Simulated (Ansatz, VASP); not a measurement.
# Ga: VASP beside Ansatz

```
Ga
1.0
     1.41012   -4.10547    0.00000
     1.41012    4.10547    0.00000
    -0.11975    0.00000    3.39524
Ga
2
Cartesian
  1.3802 -3.0298 0.8488
  1.3203 3.0298 2.5464
```

Change from the starting cell: volume scaled by 1.06.

Alike in both runs: task single point; functional PBE; k mesh 14 × 14 × 11; occupations fermi-dirac, width 0.03 eV; no spin polarisation.

```csv
,VASP,Ansatz
version,VASP 6.6.1,Ansatz 0.2.0
potentials or method,"VASP PAW PBE potentials, release 64 (Ga_d), cutoff 520 eV","all-electron LAPW, scalar-relativistic"
```

Ansatz gave:

```
pressure (GPa)                                                : -1.1
traceless stress, the component that is largest in VASP (GPa) : -0.17
rms of the force components (eV/Å)                            : 0.090
```

Which values does VASP return?

Pressure (GPa): -1.0; traceless stress, the component that is largest in VASP (GPa): -0.19; rms of the force components (eV/Å): 0.091.

Atom by atom the forces differ by 0.001 eV/Å (rms over components). Ansatz ran all-electron here, and VASP with PAW potentials.
